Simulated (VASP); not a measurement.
# KTaO3 (Pm-3m) in VASP: a series of runs, part 2 of 3

VASP 6.6.1. Earlier steps stand in the parts before.

## (3) Electric field gradients, PBE

File INCAR:

```
SYSTEM = KTaO3
PREC = Accurate
ENCUT = 520
EDIFF = 1E-8
ISMEAR = -1
SIGMA = 0.01
LREAL = .FALSE.
LASPH = .TRUE.
NELM = 60
ALGO = Normal
ISIF = 2
LWAVE = .FALSE.
LCHARG = .FALSE.
GGA = PE
LEFG = .TRUE.
NBANDS = 27
```

File KPOINTS:

```
Automatic mesh
0
G
  5 5 5
  0 0 0
```

File POSCAR:

```
KTaO3
1.0
    3.9883000000      0.0000000000      0.0000000000
    0.0000000000      3.9883000000      0.0000000000
    0.0000000000      0.0000000000      3.9883000000
K Ta O
1 1 3
Direct
    0.5000000000      0.5000000000      0.5000000000
    0.0000000000      0.0000000000      0.0000000000
    0.5000000000      0.0000000000      0.0000000000
    0.0000000000      0.5000000000      0.0000000000
    0.0000000000      0.0000000000      0.5000000000
```

Potentials or basis: VASP PAW PBE potentials, release 64 (K_sv, Ta_pv, O).

Started as:

```bash
$ cat potpaw_PBE.64/K_sv/POTCAR potpaw_PBE.64/Ta_pv/POTCAR potpaw_PBE.64/O/POTCAR > POTCAR
$ mpirun -np 1 vasp_std > vasp.out
```

OUTCAR:

```text
SYSTEM = KTaO3
   PREC = Accurate
   ENCUT = 520
   EDIFF = 1E-8
   ISMEAR = -1
   LREAL = .FALSE.
   LASPH = .TRUE.
   NELM = 60
   ISIF = 2
   GGA = PE

 ion  position               nearest neighbor table
   1  0.500  0.500  0.500-   3 2.82   4 2.82   5 2.82   3 2.82   4 2.82   3 2.82   5 2.82   3 2.82
                             4 2.82   5 2.82   4 2.82   5 2.82   2 3.45   2 3.45   2 3.45   2 3.45
   2  0.000  0.000  0.000-   3 1.99   4 1.99   5 1.99   5 1.99   4 1.99   3 1.99   1 3.45   1 3.45
                             1 3.45   1 3.45   1 3.45   1 3.45   1 3.45   1 3.45
   3  0.500  0.000  0.000-   2 1.99   2 1.99   1 2.82   1 2.82   1 2.82   1 2.82
   4  0.000  0.500  0.000-   2 1.99   2 1.99   1 2.82   1 2.82   1 2.82   1 2.82
   5  0.000  0.000  0.500-   2 1.99   2 1.99   1 2.82   1 2.82   1 2.82   1 2.82

  LATTYP: Found a simple cubic cell.
 ALAT       =     3.9883000000

  Lattice vectors:

 A1 = (   3.9883000000,   0.0000000000,   0.0000000000)
 A2 = (   0.0000000000,   3.9883000000,   0.0000000000)
 A3 = (   0.0000000000,   0.0000000000,   3.9883000000)

Analysis of symmetry for initial positions (statically):
=====================================================================
 Subroutine PRICEL returns:
 Original cell was already a primitive cell.
[... 495 lines left out ...]
    total drift:                                0.000000     -0.000000      0.000000

  FREE ENERGIE OF THE ION-ELECTRON SYSTEM (eV)
  ---------------------------------------------------
  free  energy   TOTEN  =       -41.0249415390 eV

  energy  without entropy=      -41.0249415390  energy(sigma->0) =      -41.02494154

 Electric field gradients (V/A^2)
---------------------------------------------------------------------
 ion       V_xx      V_yy      V_zz      V_xy      V_xz      V_yz
---------------------------------------------------------------------
   1       0.000    -0.000     0.000     0.000     0.000     0.000
   2       0.000     0.000     0.000    -0.000     0.000     0.000
   3      19.763    -9.881    -9.881     0.000    -0.000     0.000
   4      -9.881    19.763    -9.881    -0.000    -0.000    -0.000
   5      -9.881    -9.881    19.763    -0.000     0.000     0.000
---------------------------------------------------------------------

 Electric field gradients after diagonalization (V/A^2)
 (convention: |V_zz| > |V_xx| > |V_yy|)
----------------------------------------------------------------------
 ion       V_xx      V_yy      V_zz     asymmetry (V_yy - V_xx)/ V_zz
----------------------------------------------------------------------
   1       0.000    -0.000     0.000      -0.056
   2       0.000     0.000     0.000      -0.083
   3      -9.881    -9.881    19.763       0.000
   4      -9.881    -9.881    19.763       0.000
   5      -9.881    -9.881    19.763       0.000
----------------------------------------------------------------------

           NMR quadrupolar parameters

 Cq : quadrupolar parameter    Cq=e*Q*V_zz/h
 eta: asymmetry parameters     (V_yy - V_xx)/ V_zz
 Q  : nuclear electric quadrupole moment in mb (millibarn)
----------------------------------------------------------------------
 ion       Cq(MHz)       eta       Q (mb)
----------------------------------------------------------------------
   1       0.000      -0.056       1.000
   2       0.000      -0.083       1.000
   3       0.048       0.000       1.000
   4       0.048       0.000       1.000
   5       0.048       0.000       1.000
----------------------------------------------------------------------
```

OSZICAR:

```text
N       E                     dE             d eps       ncg     rms          rms(c)
DAV:   1     0.319904791919E+03    0.31990E+03   -0.20893E+04   540   0.141E+03
DAV:   2    -0.305752367323E+02   -0.35048E+03   -0.34267E+03   645   0.408E+02
DAV:   3    -0.489495010748E+02   -0.18374E+02   -0.18296E+02   773   0.900E+01
DAV:   4    -0.495899591694E+02   -0.64046E+00   -0.63944E+00   869   0.104E+01
DAV:   5    -0.495928446722E+02   -0.28855E-02   -0.28852E-02   728   0.745E-01    0.340E+01
DAV:   6    -0.412425723362E+02    0.83503E+01   -0.34070E+01   638   0.397E+01    0.129E+01
DAV:   7    -0.410907428178E+02    0.15183E+00   -0.17678E+00   714   0.842E+00    0.930E+00
DAV:   8    -0.410475461239E+02    0.43197E-01   -0.40589E-01   638   0.533E+00    0.320E+00
DAV:   9    -0.410266756440E+02    0.20870E-01   -0.35523E-02   641   0.151E+00    0.532E-01
DAV:  10    -0.410249470673E+02    0.17286E-02   -0.15194E-02   727   0.787E-01    0.883E-02
DAV:  11    -0.410249090254E+02    0.38042E-04   -0.11158E-03   734   0.210E-01    0.328E-02
DAV:  12    -0.410249379184E+02   -0.28893E-04   -0.51329E-05   710   0.601E-02    0.969E-03
DAV:  13    -0.410249416370E+02   -0.37185E-05   -0.67439E-06   737   0.208E-02    0.413E-03
DAV:  14    -0.410249416731E+02   -0.36151E-07   -0.89999E-07   713   0.600E-03    0.413E-03
DAV:  15    -0.410249415524E+02    0.12075E-06   -0.13577E-07   668   0.291E-03    0.338E-04
DAV:  16    -0.410249415320E+02    0.20329E-07   -0.19593E-08   550   0.898E-04    0.144E-04
DAV:  17    -0.410249415390E+02   -0.69217E-08   -0.65501E-10   355   0.194E-04
   1 F= -.41024942E+02 E0= -.41024942E+02  d E =-.308329E-11
```

stdout:

```text
POSCAR found type information on POSCAR K TaO
 POSCAR found :  3 types and       5 ions
 scaLAPACK will be used
 LDA part: xc-table for (Slater+PW92), standard interpolation
 POSCAR, INCAR and KPOINTS ok, starting setup
 FFT: planning ... GRIDC
 FFT: planning ... GRID_SOFT
 FFT: planning ... GRID
 WAVECAR not read
 entering main loop
ion   1

ion   2

ion   3

ion   4

ion   5
```

It took 31 s on 1 thread of AMD EPYC 7R43 (Zen 3), shared host; peak memory 0.14 GiB.

Results:

```
Free energy            : -41.0249 eV
Pressure               : 6.1 GPa
Band gap on the k mesh : 2.28 eV, indirect (least direct gap 2.79 eV)
```

Electric field gradients, principal values (V/Å²):
| atom | least | middle | greatest (by size) |
| --- | --- | --- | --- |
| 1 K | 0.000 | 0.000 | 0.000 |
| 2 Ta | 0.000 | 0.000 | 0.000 |
| 3 O | -9.881 | -9.881 | 19.763 |
| 4 O | -9.881 | -9.881 | 19.763 |
| 5 O | -9.881 | -9.881 | 19.763 |

Caveat: without QUAD_EFG the Cq values of the log hold for a quadrupole moment of 1 mb, not for the nuclei; spin-orbit coupling is left out, which moves the levels of the heavy elements.

## (4) Electric field gradients, PBE (volume scaled by 0.96)

File INCAR:

```
SYSTEM = KTaO3
  PREC = Accurate
  ENCUT = 520
  EDIFF = 1E-8
  ISMEAR = -1
  SIGMA = 0.01
  LREAL = .FALSE.
  LASPH = .TRUE.
  NELM = 100
  ALGO = Normal
  ISIF = 2
  LWAVE = .FALSE.
  LCHARG = .FALSE.
  GGA = PE
  LEFG = .TRUE.
  NBANDS = 27
```

File KPOINTS:

```
regular mesh
0
G
  5 5 5
  0 0 0
```

POSCAR: that of step 3 with these lines changed.

```diff
@@ -2,5 +2,5 @@
 1.0
-    3.9883000000      0.0000000000      0.0000000000
-    0.0000000000      3.9883000000      0.0000000000
-    0.0000000000      0.0000000000      3.9883000000
+    3.9343974464      0.0000000000      0.0000000000
+    0.0000000000      3.9343974464      0.0000000000
+    0.0000000000      0.0000000000      3.9343974464
 K Ta O
```

Potentials or basis: VASP PAW PBE potentials, release 64 (K_sv, Ta_pv, O).

Started as:

```bash
$ cat potpaw_PBE.64/K_sv/POTCAR potpaw_PBE.64/Ta_pv/POTCAR potpaw_PBE.64/O/POTCAR > POTCAR
$ mpirun -np 1 vasp_std > vasp.out
```

OUTCAR:

```text
SYSTEM = KTaO3
   PREC = Accurate
   ENCUT = 520
   EDIFF = 1E-8
   ISMEAR = -1
   LREAL = .FALSE.
   LASPH = .TRUE.
   NELM = 100
   ISIF = 2
   GGA = PE

 ion  position               nearest neighbor table
   1  0.500  0.500  0.500-   3 2.78   4 2.78   5 2.78   3 2.78   4 2.78   3 2.78   5 2.78   3 2.78
                             4 2.78   5 2.78   4 2.78   5 2.78   2 3.41   2 3.41   2 3.41   2 3.41
   2  0.000  0.000  0.000-   3 1.97   4 1.97   5 1.97   5 1.97   4 1.97   3 1.97   1 3.41   1 3.41
                             1 3.41   1 3.41   1 3.41   1 3.41   1 3.41   1 3.41
   3  0.500  0.000  0.000-   2 1.97   2 1.97   1 2.78   1 2.78   1 2.78   1 2.78
   4  0.000  0.500  0.000-   2 1.97   2 1.97   1 2.78   1 2.78   1 2.78   1 2.78
   5  0.000  0.000  0.500-   2 1.97   2 1.97   1 2.78   1 2.78   1 2.78   1 2.78

  LATTYP: Found a simple cubic cell.
 ALAT       =     3.9343974464

  Lattice vectors:

 A1 = (   3.9343974464,   0.0000000000,   0.0000000000)
 A2 = (   0.0000000000,   3.9343974464,   0.0000000000)
 A3 = (   0.0000000000,   0.0000000000,   3.9343974464)

Analysis of symmetry for initial positions (statically):
=====================================================================
 Subroutine PRICEL returns:
 Original cell was already a primitive cell.
[... 495 lines left out ...]
    total drift:                                0.000000     -0.000000      0.000000

  FREE ENERGIE OF THE ION-ELECTRON SYSTEM (eV)
  ---------------------------------------------------
  free  energy   TOTEN  =       -40.8518853569 eV

  energy  without entropy=      -40.8518853569  energy(sigma->0) =      -40.85188536

 Electric field gradients (V/A^2)
---------------------------------------------------------------------
 ion       V_xx      V_yy      V_zz      V_xy      V_xz      V_yz
---------------------------------------------------------------------
   1       0.000    -0.000     0.000    -0.000     0.000    -0.000
   2      -0.000     0.000     0.000    -0.000    -0.000     0.000
   3      13.571    -6.786    -6.786    -0.000     0.000     0.000
   4      -6.786    13.571    -6.786    -0.000     0.000    -0.000
   5      -6.786    -6.786    13.571     0.000     0.000    -0.000
---------------------------------------------------------------------

 Electric field gradients after diagonalization (V/A^2)
 (convention: |V_zz| > |V_xx| > |V_yy|)
----------------------------------------------------------------------
 ion       V_xx      V_yy      V_zz     asymmetry (V_yy - V_xx)/ V_zz
----------------------------------------------------------------------
   1      -0.000     0.000     0.000       0.189
   2       0.000    -0.000     0.000      -0.338
   3      -6.786    -6.786    13.571       0.000
   4      -6.786    -6.786    13.571       0.000
   5      -6.786    -6.786    13.571       0.000
----------------------------------------------------------------------

           NMR quadrupolar parameters

 Cq : quadrupolar parameter    Cq=e*Q*V_zz/h
 eta: asymmetry parameters     (V_yy - V_xx)/ V_zz
 Q  : nuclear electric quadrupole moment in mb (millibarn)
----------------------------------------------------------------------
 ion       Cq(MHz)       eta       Q (mb)
----------------------------------------------------------------------
   1       0.000       0.189       1.000
   2       0.000      -0.338       1.000
   3       0.033       0.000       1.000
   4       0.033       0.000       1.000
   5       0.033       0.000       1.000
----------------------------------------------------------------------
```

It took 42 s on 1 thread of Intel Xeon 8259CL, shared host; peak memory 0.17 GiB.

Results:

```yaml
Free_energy: -40.8519 eV
Pressure: 15.7 GPa
Band_gap_on_the_k_mesh: 2.38 eV, indirect (least direct gap 2.86 eV)
```

Electric field gradients, principal values (V/Å²):
| atom | least | middle | greatest (by size) |
| --- | --- | --- | --- |
| 1 K | 0.000 | 0.000 | 0.000 |
| 2 Ta | 0.000 | 0.000 | 0.000 |
| 3 O | -6.786 | -6.786 | 13.571 |
| 4 O | -6.786 | -6.786 | 13.571 |
| 5 O | -6.786 | -6.786 | 13.571 |

Caveat: without QUAD_EFG the Cq values of the log hold for a quadrupole moment of 1 mb, not for the nuclei; spin-orbit coupling is left out, which moves the levels of the heavy elements. A k mesh can miss the band edges.

(Continued in part 3 of 3.)
